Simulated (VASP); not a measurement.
# BiC2 (P6/mmm) in VASP: further runs, part 2 of 2

VASP 6.6.1.

## (3) Relaxation of cell and atoms, PBE

This run uses another cell than the first one, of 19.90 Å³/atom.

INCAR reads:

```
PREC = Accurate
ENCUT = 600
EDIFF = 1E-6
ISMEAR = 0
SIGMA = 0.1
LREAL = False
LASPH = True
NELM = 100
ALGO = Normal
ISIF = 3
LWAVE = False
LCHARG = False
GGA = PE
IBRION = 2
NSW = 100
EDIFFG = -0.01
```

KPOINTS reads:

```
Automatic mesh
0
Gamma
  18 18 6
```

POSCAR reads:

```
BiC2
1.0
    2.7913326928      0.0000000000      0.0000000000
   -1.3956663464      2.4173650224      0.0000000000
    0.0000000000      0.0000000000      8.8485809878
Bi C
1 2
Direct
    0.0000000000      0.0000000000      0.0000000000
    0.3333333333      0.6666666667      0.5000000000
    0.6666666667      0.3333333333      0.5000000000
```

Potentials or basis: VASP PAW PBE potentials, release 64 (Bi_d, C).

On the command line:

```sh
$ cat potpaw_PBE.64/Bi_d/POTCAR potpaw_PBE.64/C/POTCAR > POTCAR
$ mpirun -np 1 vasp_std > vasp.out
```

OUTCAR:

```text
PREC = Accurate
   ENCUT = 600
   EDIFF = 1E-6
   ISMEAR = 0
   LREAL = False
   LASPH = True
   NELM = 100
   ISIF = 3
   GGA = PE
   IBRION = 2
   NSW = 100
   EDIFFG = -0.01

 ion  position               nearest neighbor table
   1  0.000  0.000  0.000-
   2  0.333  0.667  0.500-   3 1.61   3 1.61   3 1.61
   3  0.667  0.333  0.500-   2 1.61   2 1.61   2 1.61

  LATTYP: Found a hexagonal cell.
 ALAT       =     2.7913326928
 C/A-ratio  =     3.1700201881

  Lattice vectors:

 A1 = (   2.7913326928,   0.0000000000,   0.0000000000)
 A2 = (  -1.3956663464,   2.4173650224,   0.0000000000)
 A3 = (   0.0000000000,   0.0000000000,   8.8485809878)

Analysis of symmetry for initial positions (statically):
=====================================================================
 Subroutine PRICEL returns:
 Original cell was already a primitive cell.

 Routine SETGRP: Setting up the symmetry group for a
 hexagonal supercell.

 Subroutine GETGRP returns: Found 24 space group operations
 (whereof 24 operations were pure point group operations)
 out of a pool of 24 trial point group operations.

The static configuration has the point symmetry D_6h.

Analysis of symmetry for dynamics (positions and initial velocities):
=====================================================================
 Subroutine PRICEL returns:
 Original cell was already a primitive cell.

 Routine SETGRP: Setting up the symmetry group for a
 hexagonal supercell.

 Subroutine GETGRP returns: Found 24 space group operations
 (whereof 24 operations were pure point group operations)
 out of a pool of 24 trial point group operations.

The dynamic configuration has the point symmetry D_6h.

 Subroutine INISYM returns: Found 24 space group operations
 (whereof 24 operations are pure point group operations),
 and found     1 'primitive' translations

----------------------------------------------------------------------------------------

                                     Primitive cell

  volume of cell :      59.7073

  direct lattice vectors                    reciprocal lattice vectors
     2.791332693  0.000000000  0.000000000     0.358251814  0.206836781  0.000000000
    -1.395666346  2.417365022  0.000000000     0.000000000  0.413673562  0.000000000
     0.000000000  0.000000000  8.848580988     0.000000000  0.000000000  0.113012471

  length of vectors
     2.791332693  2.791332693  8.848580988     0.413673562  0.413673562  0.113012471

  position of ions in fractional coordinates (direct lattice)
     0.000000000  0.000000000  0.000000000
     0.333333333  0.666666667  0.500000000
     0.666666667  0.333333333  0.500000000

  ion indices of the primitive-cell ions
   primitive index   ion index
                 1           1
                 2           2
                 3           3

----------------------------------------------------------------------------------------

 KPOINTS: Automatic mesh

Automatic generation of k-mesh.
 Grid dimensions read from file:
 generate k-points for:   18   18    6

 Generating k-lattice:

  Cartesian coordinates                     Fractional coordinates (reciprocal lattice)
     0.019902879  0.011490932  0.000000000     0.055555556 -0.000000000  0.000000000
[... 44 lines left out ...]
   dimension x,y,z NGX =    24 NGY =   24 NGZ =   72
   dimension x,y,z NGXF=    48 NGYF=   48 NGZF=  144
   ions per type =               1   2
   NGX,Y,Z   is equivalent  to a cutoff of  14.29, 14.29, 13.53 a.u.
   NGXF,Y,Z  is equivalent  to a cutoff of  28.59, 28.59, 27.05 a.u.
 SYSTEM =  unknown system
   PREC   = accura    normal or accurate (medium, high low for compatibility)
   ISTART =      0    job   : 0-new  1-cont  2-samecut
   ICHARG =      2    charge: 1-file 2-atom 10-const
   ISPIN  =      1    spin polarized calculation?
   LNONCOLLINEAR =      F non collinear calculations
   LSORBIT =      F    spin-orbit coupling
   LASPH  =      T    aspherical Exc in radial PAW
   ENCUT  =  600.0 eV  44.10 Ry    6.64 a.u.   5.57  5.57 17.67*2*pi/ulx,y,z
   NELM   =    100;   NELMIN=  2; NELMDL= -5     # of ELM steps
   EDIFF  = 0.1E-05   stopping-criterion for ELM
   LREAL  =      F    real-space projection
   EDIFFG = -.1E-01   stopping-criterion for IOM
   NSW    =    100    number of steps for IOM
   IBRION =      2    ionic relax: 0-MD 1-quasi-New 2-CG
   NFREE  =      1    steps in history (QN), initial steepest desc. (CG)
   ISIF   =      3    stress and relaxation
   ISYM   =      2    0-nonsym 1-usesym 2-fastsym
   POTIM  = 0.5000    time-step for ionic-motion
   TEBEG  =    0.0;   TEEND  =   0.0 temperature during run
   PSTRESS=    0.0 pullay stress
   NELECT =      23.0000    total number of electrons
   NUPDOWN=      -1.0000    fix difference up-down
   EMIN   =  10.00;   EMAX   =-10.00  energy-range for DOS
   EFERMI =   0.00;   METHOD = LEGACY
   ISMEAR =     0;   SIGMA  =   0.10  broadening in eV -4-tet -1-fermi 0-gaus
   EFERMI_NEDOS =   21; number of points for ismear=-14 and -15
   IALGO  =     38    algorithm
   IMIX   =      4    mixing-type and parameters
     AMIX     =   0.40;   BMIX     =  1.00
     AMIX_MAG =   1.60;   BMIX_MAG =  1.00
  volume/ion in A,a.u.               =      19.90       134.31
  Fermi-wavevector in a.u.,A,eV,Ry     =   1.191173  2.250991 19.305223  1.418894
  Thomas-Fermi vector in A             =   2.327241
   LORBIT       =      0    0 simple, 1 ext, 2 COOP (PROOUT), +10 PAW based schemes
   GGA     = PE    functional components
   LHFCALC =     F    Hartree Fock is set to
   AEXX    =    0.0000 exact exchange contribution
   IVDW    =     0    specifies the selected vdW correction
   LEPSILON=     F    determine dielectric tensor
   LRPA    =     F    only Hartree local field effects (RPA)
 conjugate gradient relaxation of ions
 non-spin polarized calculation
 Gauss-broadening in eV      SIGMA  =   0.10
  energy-cutoff  :      600.00
  volume of cell :       59.71
 maximum number of plane-waves:      2040
 NGX is ok and might be reduce to    24
   NGX = 11   NGY = 11   NGZ = 35

 number of electron      22.9999996 magnetization

 Free energy of the ion-electron system (eV)
  ---------------------------------------------------
  ext. energy  EPLUGINS =         0.00000000
  ---------------------------------------------------
  free energy    TOTEN  =       -18.45465037 eV

  energy without entropy =      -18.45145326  energy(sigma->0) =      -18.45305182

 E-fermi :   5.0727     XC(G=0):  -8.9573

 val. band max:        4.8051972393   @ k =   0.3889   0.0556   0.0000
 cond. band min:       5.0736848483   @ k =   0.3333   0.2778   0.0000
 fundamental gap:      0.2684876090
 Fermi energy:         5.0727130232

 k-point     1 :       0.0000    0.0000    0.0000
  band No.  band energies     occupation
      1     -19.1334      2.00000
      2     -19.0093      2.00000
      3     -19.0093      2.00000
      4     -18.2026      2.00000
      5     -18.2026      2.00000
      6     -12.2388      2.00000
      7     -11.1678      2.00000
      8      -1.1699      2.00000
      9       0.1892      2.00000
     10       1.5100      2.00000
     11       1.5100      2.00000
     12       7.3971      0.00000
     13       9.7322      0.00000
     14      10.6731      0.00000
[... 401 lines left out ...]
      2     -18.7550      2.00000
      3     -18.3745      2.00000
      4     -18.2261      2.00000
      5     -18.0618      2.00000
      6      -8.6786      2.00000
      7      -6.0908      2.00000
      8      -5.1035      2.00000
      9      -1.5191      2.00000
     10      -0.8423      2.00000
     11       2.6184      2.00000
     12       5.3288      0.00029
     13       6.2202      0.00000
     14       7.6118      0.00000
     15       9.6631      0.00000

 [... further k-points ...]

------------------------ aborting loop because EDIFF is reached ----------------------------------------

  FORCE on cell =-STRESS in cart. coord.  units (eV):
  Direction    XX          YY          ZZ          XY          YZ          ZX
  --------------------------------------------------------------------------------------
  -------------------------------------------------------------------------------------
  Total       -0.0202017     -0.0202017     -0.0162900      0.0000000     -0.0000000      0.0000000
  in kB       -0.5420898     -0.5420898     -0.4371240      0.0000000     -0.0000000      0.0000000
  external PRESSURE =      -0.5071012 kB  Pullay stress =       0.0000000 kB

 VOLUME and BASIS-vectors are now :
 -----------------------------------------------------------------------------
  energy-cutoff  :      600.00
  volume of cell :       59.71
      direct lattice vectors                 reciprocal lattice vectors
     2.791332693  0.000000000  0.000000000     0.358251814  0.206836781  0.000000000
    -1.395666346  2.417365022  0.000000000     0.000000000  0.413673562  0.000000000
     0.000000000  0.000000000  8.848580988     0.000000000  0.000000000  0.113012471

 POSITION                                       TOTAL-FORCE (eV/Angst)
 -----------------------------------------------------------------------------------
      0.00000      0.00000      0.00000         0.000000      0.000000      0.000000
     -0.00000      1.61158      4.42429        -0.000000      0.000000      0.000000
      1.39567      0.80579      4.42429         0.000000      0.000000      0.000000
 -----------------------------------------------------------------------------------
    total drift:                               -0.000000      0.000000      0.000000

  FREE ENERGIE OF THE ION-ELECTRON SYSTEM (eV)
  ---------------------------------------------------
  free  energy   TOTEN  =       -18.4546503746 eV

  energy  without entropy=      -18.4514532576  energy(sigma->0) =      -18.45305182

 reached required accuracy - stopping structural energy minimisation
```

It took 5.7 min on 1 thread of Intel Xeon 8259CL, shared host; peak memory 0.31 GiB.

Results:

* Free energy: -18.4547 eV
* Pressure after relaxing: -0.1 GPa
* Band gap on the k mesh: zero (an odd number of electrons rules out a gap without spin polarisation)

Final structure:
```cif
data_structure
_symmetry_space_group_name_H-M 'P 1'
_symmetry_Int_Tables_number 1
_cell_length_a 2.7913
_cell_length_b 2.7913
_cell_length_c 8.8486
_cell_angle_alpha 90.000
_cell_angle_beta 90.000
_cell_angle_gamma 120.000
_cell_volume 59.71
loop_
_atom_site_label
_atom_site_type_symbol
_atom_site_fract_x
_atom_site_fract_y
_atom_site_fract_z
_atom_site_occupancy
Bi1 Bi 0.00000 0.00000 0.00000 1
C1 C 0.33333 0.66667 0.50000 1
C2 C 0.66667 0.33333 0.50000 1
```

Levels at points of the mesh, in eV from the Fermi level:
| k point | band 9 | band 10 | band 11 | band 12 | band 13 | band 14 |
| --- | --- | --- | --- | --- | --- | --- |
| (0.00, 0.00, 0.00) | -4.88 | -3.56 | -3.56 | 2.32 | 4.66 | 5.60 |
| (0.50, 0.00, 0.00) | -7.39 | -5.93 | -2.35 | 0.21 | 1.08 | 3.54 |
| (0.00, 0.00, 0.50) | -5.13 | -3.56 | -3.56 | 3.38 | 4.66 | 4.76 |
| (0.50, 0.00, 0.50) | -7.39 | -5.93 | -2.34 | 0.44 | 0.79 | 3.54 |

Caveat: spin-orbit coupling is left out, which moves the levels of the heavy elements; this functional lacks dispersion, which binds layers or chains, so the pressure and a relaxed spacing across them are unreliable.

The gap in the log of VASP goes by the Fermi energy; the results here count the filled bands.